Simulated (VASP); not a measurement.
The system is PbS.

```
Pb S
1.0
     2.09373   -6.03098    0.00000
     2.09373    6.03098    0.00000
     0.00000    0.00000    4.30766
Pb S
2 2
Cartesian
  2.0937 4.4561 1.0769
  2.0937 -4.4561 3.2307
  2.0937 1.7514 1.0769
  2.0937 -1.7514 3.2307
```

Program: VASP 6.6.1. Alike in all runs: task single point; no spin polarisation; cell as given; k mesh 7 × 7 × 6; cutoff (eV) 520; smearing fermi-dirac 0.05 eV.

Question: Order these runs on this cell by their pressure, lowest first.
A. level LDA; potentials or basis VASP PAW LDA potentials, release 64 (Pb_d, S)
B. level RPBE+D3(BJ); potentials or basis VASP PAW PBE potentials, release 64 (Pb_d, S)
C. level RPBE; potentials or basis VASP PAW PBE potentials, release 64 (Pb_d, S)
D. level r2SCAN; potentials or basis VASP PAW PBE potentials, release 64 (Pb_d, S)

Answer: B (-11.6 GPa), A (-4.4 GPa), D (-1.1 GPa), C (1.8 GPa).

Caveats: the PAW data sets were made with another functional, which shifts forces and pressure a little (at least some runs); the cell stands under tension (at least some runs).
